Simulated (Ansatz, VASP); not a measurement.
**Si8NO16 in VASP and in Ansatz**

```
Si O N
1.0
    -4.17900   -4.17900    0.00000
     4.17900   -4.17900    0.00000
     0.00000    0.00000    5.32980
Si O N
8 16 1
Direct
  0.50413 0.51355 0.00493
  0.02238 0.50327 0.22639
  0.46564 0.52522 0.51149
  0.99544 0.52110 0.75460
  0.00712 0.00858 0.99218
  0.49810 0.01742 0.24864
  0.00582 0.01187 0.49219
  0.50131 0.01431 0.75139
  0.19761 0.51624 0.98674
  0.04032 0.18813 0.22990
  0.80626 0.51395 0.99588
  0.99724 0.80618 0.24791
  0.17884 0.51899 0.50006
  0.00202 0.21031 0.74272
  0.81356 0.39680 0.38929
  0.00424 0.82287 0.74822
  0.69813 0.02010 0.00180
  0.49276 0.70914 0.25116
  0.31005 0.00868 0.99595
  0.46811 0.32213 0.25168
  0.69644 0.01207 0.49731
  0.47816 0.71508 0.76513
  0.30849 0.00771 0.50130
  0.48649 0.31811 0.75383
  0.75790 0.54519 0.55688
```

Alike in both runs: functional PBE; k mesh 2 × 2 × 3; occupations gaussian, width 0.02 eV; collinear spin.

Ansatz relaxed the structure, and its values are those at the end. VASP's run is a single point on that final structure, the one shown.

|  | VASP | Ansatz |
| --- | --- | --- |
| version | VASP 6.6.1 | Ansatz 0.2.0 |
| potentials or method | VASP PAW PBE potentials, release 64 (Si, O_h, N_h), cutoff 910 eV | scalar-relativistic, plane waves, PAW |
| valence electrons in the cell | 133 | 133 |

```csv
,VASP,Ansatz,Ansatz less VASP
gap on the k mesh at the Fermi level (eV),0.73,0.71,-0.019
rms of the force components (eV/Å),0.012,0.010,-0.0014
net moment per atom (μB),0.04,0.04,0.000
size of the moment on the site where the two differ most (μB),0.29,0.28,-0.009
```

Site moments also hang on the region over which each program counts them.

The k mesh is coarse, so the values compare programs but aren't converged. Noted on VASP's run: the cutoff is short for stress, so the pressure is rough.
